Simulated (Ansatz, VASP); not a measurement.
**ZrSnO4: VASP beside Ansatz**

File POSCAR:

```
ZrSnO4
1.0
    3.5774936340      0.0000000000      0.0000000000
    0.0000000000      3.5774936340      0.0000000000
    0.0000000000      0.0000000000      5.3591671598
Zr Sn O
1 1 4
Direct
    0.5000000000      0.5000000000      0.5000000000
    0.0000000000      0.0000000000      0.0000000000
    0.5000000000      0.0000000000      0.6830119302
    0.0000000000      0.5000000000      0.8174782741
    0.0000000000      0.5000000000      0.3169880698
    0.5000000000      0.0000000000      0.1825217259
```

INCAR.step1

```
PREC = Accurate
ENCUT = 520
ISMEAR = 0
SIGMA = 0.01
LREAL = False
LASPH = True
NELM = 60
NBANDS = 34
GGA = PE
ALGO = Normal
EDIFF = 1E-4
LWAVE = True
LCHARG = False
```

The input INCAR.step2:

```
PREC = Accurate
ENCUT = 520
EDIFF = 1E-7
ISMEAR = 0
SIGMA = 0.01
LREAL = False
LASPH = True
NELM = 60
ALGO = Normal
ISIF = 2
LWAVE = False
LCHARG = True
METAGGA = R2SCAN
LMIXTAU = True
LELF = True
LVHAR = True
NBANDS = 34
ISTART = 1
```

File KPOINTS:

```
regular mesh
0
Gamma
  8 8 6
```

Input for Ansatz:

```yaml
crystal:
  lattice:
    - [3.577493634, 0.0, 0.0]
    - [0.0, 3.577493634, 0.0]
    - [0.0, 0.0, 5.3591671598]
  atoms:
    - { symbol: Zr, position: [0.5, 0.5, 0.5] }
    - { symbol: Sn, position: [0.0, 0.0, 0.0] }
    - { symbol: O, position: [0.5, 0.0, 0.6830119302] }
    - { symbol: O, position: [0.0, 0.5, 0.8174782741] }
    - { symbol: O, position: [0.0, 0.5, 0.3169880698] }
    - { symbol: O, position: [0.5, 0.0, 0.1825217259] }
kpoints:
  mp_grid: { grid: [8, 8, 6] }
  band_path:
    path:
      - [0.0, 0.0, 0.0]
      - [0.0, 0.5, 0.0]
      - [0.5, 0.5, 0.0]
      - [0.0, 0.0, 0.5]
      - [0.0, 0.5, 0.5]
      - [0.5, 0.5, 0.5]
    npoints: 1
hamiltonian:
  xc: r2scan
scf:
  occupations: { method: fixed }
  n_extra_bands: 5
output:
  forces: true
  stress: true
  eigenvalues: true
  write_density: true
  write_potential: true
  elf: true
  volumetric_format: npy
```

Alike in both runs: task single point; functional r2SCAN; k mesh 8 × 8 × 6; no spin polarisation.

|  | VASP | Ansatz |
| --- | --- | --- |
| version | VASP 6.6.1 | Ansatz 0.2.0 |
| potentials or method | VASP PAW PBE potentials, release 64 (Zr_sv, Sn_d, O) | plane waves, PAW |
| plane-wave cutoff (eV) | 520 | 500 |
| occupations | gaussian, width 0.01 eV | fixed |
| valence electrons in the cell | 50 | 50 |

Ansatz gave:

- gap on the k mesh at the Fermi level (eV): 2.54
- pressure (GPa): 0.0
- traceless stress, the component that is largest in VASP (GPa): -0.01
- rms of the force components (eV/Å): 0.001

**Question.** What did VASP give for the same quantities?

**Answer.** gap on the k mesh at the Fermi level (eV): 2.55; pressure (GPa): 0.8; traceless stress, the component that is largest in VASP (GPa): -0.21; rms of the force components (eV/Å): 0.025.

VASP's potentials were made for PBE, not for r2SCAN. Atom by atom the forces differ by 0.024 eV/Å (rms over components).
